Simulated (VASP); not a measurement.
# Co (I4/mmm) in VASP: a series of runs

Runs on Co. Level: PBE. Tasks: single point, relaxation of cell and atoms.

Everything below comes from runs of VASP 6.6.1. Logs are shortened: lines on timing, memory, paths and dates and some standing lists are left out, and cuts for length are marked.

## (1) The cell of the first run

The typed cell holds 1 atom: a = 2.495 Å, b = 2.495 Å, c = 2.495 Å, α = 120.02°, β = 120.02°, γ = 89.96°.

## (2) Single point, PBE, collinear spin, ferromagnetic start

The input, INCAR:

```
SYSTEM = Co
PREC     = Accurate       ! precision mode
ENCUT    = 520            ! plane-wave cutoff, eV
EDIFF    = 1E-6           ! SCF threshold, eV
ISMEAR   = 0              ! smearing method
SIGMA    = 0.1            ! smearing width, eV
LREAL    = .FALSE.        ! projectors in reciprocal space
LASPH    = .TRUE.         ! aspherical terms in the spheres
NELM     = 150            ! most SCF steps
ALGO     = Normal         ! electronic algorithm
ISIF     = 2              ! what is computed and relaxed
LWAVE    = .FALSE.        ! write WAVECAR
LCHARG   = .TRUE.         ! write CHGCAR
ISPIN    = 2              ! spin polarisation
MAGMOM   = 1.96           ! initial moments
LORBIT   = 11             ! projections on sites
LMAXMIX  = 4              ! l up to which the mixer works
GGA      = PE             ! functional
LELF     = .TRUE.         ! ELF
LVHAR    = .TRUE.       
NBANDS   = 14             ! bands
```

The input, KPOINTS:

```
Automatic mesh
0
G
  10 10 10
  0 0 0
```

The input, POSCAR:

```
Co
1.0
   -1.2468953279      1.2468953279      1.7646583143
    1.2468953279     -1.2468953279      1.7646583143
    1.2468953279      1.2468953279     -1.7646583143
Co
1
Direct
    0.0000000000      0.0000000000      0.0000000000
```

Potentials or basis: VASP PAW PBE potentials, release 64 (Co).

On the command line:

```console
$ cat potpaw_PBE.64/Co/POTCAR > POTCAR
$ mpirun -np 1 vasp_std > vasp.out
```

OUTCAR:

```text
SYSTEM = Co
   PREC = Accurate
   ENCUT = 520
   EDIFF = 1E-6
   ISMEAR = 0
   LREAL = .FALSE.
   LASPH = .TRUE.
   NELM = 150
   ISIF = 2
   ISPIN = 2
   LORBIT = 11
   GGA = PE

 ion  position               nearest neighbor table
   1  0.000  0.000  0.000-

  LATTYP: Found a body centered tetragonal cell.
 ALAT       =     2.4937906558
 C/A-ratio  =     1.4152417407

  Lattice vectors:

 A1 = (  -1.2468953279,   1.2468953279,   1.7646583143)
 A2 = (   1.2468953279,  -1.2468953279,   1.7646583143)
 A3 = (   1.2468953279,   1.2468953279,  -1.7646583143)

Analysis of symmetry for initial positions (statically):
=====================================================================
 Subroutine PRICEL returns:
 Original cell was already a primitive cell.

 Routine SETGRP: Setting up the symmetry group for a
 body centered tetragonal supercell.

 Subroutine GETGRP returns: Found 16 space group operations
 (whereof 16 operations were pure point group operations)
 out of a pool of 16 trial point group operations.

The static configuration has the point symmetry D_4h.

Analysis of symmetry for dynamics (positions and initial velocities):
=====================================================================
 Subroutine PRICEL returns:
 Original cell was already a primitive cell.

 Routine SETGRP: Setting up the symmetry group for a
 body centered tetragonal supercell.

 Subroutine GETGRP returns: Found 16 space group operations
 (whereof 16 operations were pure point group operations)
 out of a pool of 16 trial point group operations.

The dynamic configuration has the point symmetry D_4h.

Analysis of structural, dynamic, and magnetic symmetry:
=====================================================================
 Subroutine PRICEL returns:
 Original cell was already a primitive cell.

 Routine SETGRP: Setting up the symmetry group for a
 body centered tetragonal supercell.

 Subroutine GETGRP returns: Found 16 space group operations
 (whereof 16 operations were pure point group operations)
 out of a pool of 16 trial point group operations.

The overall configuration has the point symmetry D_4h.

 Subroutine INISYM returns: Found 16 space group operations
 (whereof 16 operations are pure point group operations),
 and found     1 'primitive' translations

----------------------------------------------------------------------------------------

                                     Primitive cell

  volume of cell :      10.9744

[... 125 lines left out ...]

 Free energy of the ion-electron system (eV)
  ---------------------------------------------------
  ext. energy  EPLUGINS =         0.00000000
  ---------------------------------------------------
  free energy    TOTEN  =        -7.02641554 eV

  energy without entropy =       -7.02096225  energy(sigma->0) =       -7.02368890

 E-fermi :  10.1971     XC(G=0): -13.3385

 val. band max:       10.1845477502   @ k =  -0.3000   0.3000   0.2000
 cond. band min:      10.2178021940   @ k =   0.2000   0.1000   0.0000
 fundamental gap:      0.0332544438
 Fermi energy:        10.1970839398

 spin component 1

 k-point     1 :       0.0000    0.0000    0.0000
  band No.  band energies     occupation
      1       1.2316      1.00000
      2       7.4462      1.00000
      3       7.4507      1.00000
      4       7.4507      1.00000
      5       8.4589      1.00000
      6       8.4629      1.00000
      7      33.1259      0.00000
      8      37.3734      0.00000
      9      37.3836      0.00000
     10      37.3836      0.00000
     11      40.5258      0.00000
     12      40.5258      0.00000
     13      40.5309      0.00000
     14      43.1134      0.00000
[... 379 lines left out ...]
      3       7.5083      1.00000
      4       8.3676      1.00000
      5       9.2594      1.00000
      6      15.3765      0.00000
      7      16.8914      0.00000
      8      21.8208      0.00000
      9      28.4230      0.00000
     10      31.9093      0.00000
     11      44.4023      0.00000
     12      46.3294      0.00000
     13      46.3771      0.00000
     14      47.6793      0.00000

 [... further k-points ...]

 spin component 2

 k-point     1 :       0.0000    0.0000    0.0000
  band No.  band energies     occupation
      1       1.2711      1.00000
      2       9.0885      1.00000
      3       9.0943      1.00000
      4       9.0943      1.00000
      5      10.5286      0.00000
      6      10.5344      0.00000
      7      32.8227      0.00000
      8      37.5562      0.00000
      9      37.5692      0.00000
     10      37.5692      0.00000
     11      40.8601      0.00000
     12      40.8601      0.00000
     13      40.8659      0.00000
     14      42.7771      0.00000
[... 379 lines left out ...]
      3       8.8277      1.00000
      4      10.3335      0.02688
      5      11.1536      0.00000
      6      16.1132      0.00000
      7      17.6076      0.00000
      8      22.4326      0.00000
      9      28.7669      0.00000
     10      32.1496      0.00000
     11      44.8423      0.00000
     12      46.5300      0.00000
     13      47.2312      0.00000
     14      50.4018      0.00000

 [... further k-points ...]

------------------------ aborting loop because EDIFF is reached ----------------------------------------

  FORCE on cell =-STRESS in cart. coord.  units (eV):
  Direction    XX          YY          ZZ          XY          YZ          ZX
  --------------------------------------------------------------------------------------
  -------------------------------------------------------------------------------------
  Total       -0.0505414     -0.0505414     -0.0564263      0.0000000      0.0000000     -0.0000000
  in kB       -7.3786523     -7.3786523     -8.2378106      0.0000000      0.0000000     -0.0000000
  external PRESSURE =      -7.6650384 kB  Pullay stress =       0.0000000 kB

 VOLUME and BASIS-vectors are now :
 -----------------------------------------------------------------------------
  energy-cutoff  :      520.00
  volume of cell :       10.97
      direct lattice vectors                 reciprocal lattice vectors
    -1.246895328  1.246895328  1.764658314     0.000000000  0.400995969  0.283340971
     1.246895328 -1.246895328  1.764658314     0.400995969  0.000000000  0.283340971
     1.246895328  1.246895328 -1.764658314     0.400995969  0.400995969  0.000000000

 POSITION                                       TOTAL-FORCE (eV/Angst)
 -----------------------------------------------------------------------------------
      0.00000      0.00000      0.00000        -0.000000      0.000000      0.000000
 -----------------------------------------------------------------------------------
    total drift:                                0.000000     -0.000000      0.000000

  FREE ENERGIE OF THE ION-ELECTRON SYSTEM (eV)
  ---------------------------------------------------
  free  energy   TOTEN  =        -7.0264155406 eV

  energy  without entropy=       -7.0209622533  energy(sigma->0) =       -7.02368890

 total charge

# of ion       s       p       d       tot
------------------------------------------
    1        0.488   0.517   7.244   8.248

 magnetization (x)

# of ion       s       p       d       tot
------------------------------------------
    1       -0.010  -0.044   1.786   1.733
```

stdout:

```text
POSCAR found type information on POSCAR Co
 POSCAR found :  1 types and       1 ions
 scaLAPACK will be used
 LDA part: xc-table for (Slater+PW92), standard interpolation
 POSCAR, INCAR and KPOINTS ok, starting setup
 FFT: planning ... GRIDC
 FFT: planning ... GRID_SOFT
 FFT: planning ... GRID
 WAVECAR not read
 entering main loop
```

Wall time 45 s (1 thread of Intel Xeon Platinum 8259CL at 2.50GHz (Skylake/Cascade Lake), shared host); peak memory 0.14 GiB.

What came out:

| Item | Value |
| --- | --- |
| Free energy | -7.0264 eV |
| Pressure | -0.8 GPa |
| Net moment | 1.72 μB per cell |
| Site moments | Co +1.73 μB |
| Valence electrons inside the program's atomic spheres | Co 8.25 |

## (3) Relaxation of cell and atoms, PBE, collinear spin, ferromagnetic start

This run uses another cell than the first one, of 11.28 Å³/atom, 1.028 times its volume.

The input, INCAR:

```
PREC = Accurate
ENCUT = 600
EDIFF = 1E-6
ISMEAR = 0
SIGMA = 0.1
LREAL = F
LASPH = T
NELM = 150
ALGO = Normal
ISIF = 3
LWAVE = F
LCHARG = F
ISPIN = 2
MAGMOM = 1.96
LORBIT = 11
LMAXMIX = 4
GGA = PE
IBRION = 2
NSW = 90
EDIFFG = -0.04
```

The input, KPOINTS:

```
Automatic mesh
0
Gamma
  10 10 10
```

The input, POSCAR:

```
Co
1.0
   -1.2284205110      1.2284205110      1.8688626039
    1.2284205110     -1.2284205110      1.8688626039
    1.2284205110      1.2284205110     -1.8688626039
Co
1
Direct
    0.0000000000      0.0000000000      0.0000000000
```

Potentials or basis: VASP PAW PBE potentials, release 64 (Co).

On the command line:

```console
$ cat potpaw_PBE.64/Co/POTCAR > POTCAR
$ mpirun -np 1 vasp_std > vasp.out
```

Wall time 92 s (1 thread of Intel Xeon Platinum 8259CL at 2.50GHz (Skylake/Cascade Lake), shared host); peak memory 0.15 GiB.

The run converged. Its results:

```yaml
Free_energy: -7.0264 eV
Relaxed_volume: 10.90 Å³/atom
Relaxed_cell: a = 2.489 Å, b = 2.489 Å, c = 2.489 Å, α = 119.99°, β = 119.99°, γ = 90.01°
Space_group_after_relaxing_to_0.05_Å: Fm-3m (No. 225)
Energy_gained_by_relaxing: 23.3 meV/atom
Ionic_steps: 6
Pressure_after_relaxing: 0.5 GPa
Net_moment: 1.71 μB per cell
Site_moments: Co +1.73 μB
Valence_electrons_inside_the_program's_atomic_spheres: Co 8.26
```

Step by step:
```
step  energy change (eV)  largest force (eV/Å)  pressure (GPa)  volume (Å³)
   1              0.0000                0.0000           -6.34        11.28
   2             -0.0098                0.0000            7.67        10.56
   3             -0.0140                0.0000            2.30        10.81
   4             -0.0216                0.0000            1.09        10.86
   5             -0.0232                0.0000            0.52        10.90
   6             -0.0233                0.0000            0.49        10.90
```

Final structure:
```
Co
1.0
    -1.24451    1.24451    1.75962
     1.24451   -1.24451    1.75962
     1.24451    1.24451   -1.75962
Co
1
Direct
  0.00000 0.00000 0.00000
```

Levels at points of the mesh, in eV from the Fermi level:
Spin up:
| k point | band 1 | band 2 | band 3 | band 4 | band 5 | band 6 | band 7 | band 8 | band 9 |
| --- | --- | --- | --- | --- | --- | --- | --- | --- | --- |
| (0.00, 0.00, 0.00) | -9.00 | -2.75 | -2.75 | -2.75 | -1.73 | -1.73 | 22.99 | 27.29 | 27.29 |
| (0.50, 0.00, 0.00) | -5.22 | -2.89 | -2.89 | -0.84 | -0.84 | -0.30 | 6.05 | 21.55 | 24.80 |
| (0.50, 0.50, 0.00) | -5.30 | -4.67 | -0.95 | -0.57 | -0.57 | 2.49 | 9.49 | 14.83 | 14.83 |
| (0.50, 0.50, 0.50) | -5.30 | -4.67 | -0.95 | -0.57 | -0.57 | 2.50 | 9.50 | 14.82 | 14.82 |
Spin down:
```
           k point  band 2  band 3  band 4  band 5  band 6  band 7
(0.00, 0.00, 0.00)   -1.12   -1.12   -1.11    0.33    0.34   22.69
(0.50, 0.00, 0.00)   -1.12   -1.12   -0.32    1.15    1.15    7.11
(0.50, 0.50, 0.00)   -3.36    1.21    1.32    1.32    2.52   10.45
(0.50, 0.50, 0.50)   -3.35    1.21    1.32    1.32    2.53   10.45
```

Caveat: the k points lie up to 0.36 Å⁻¹ apart in the final cell.
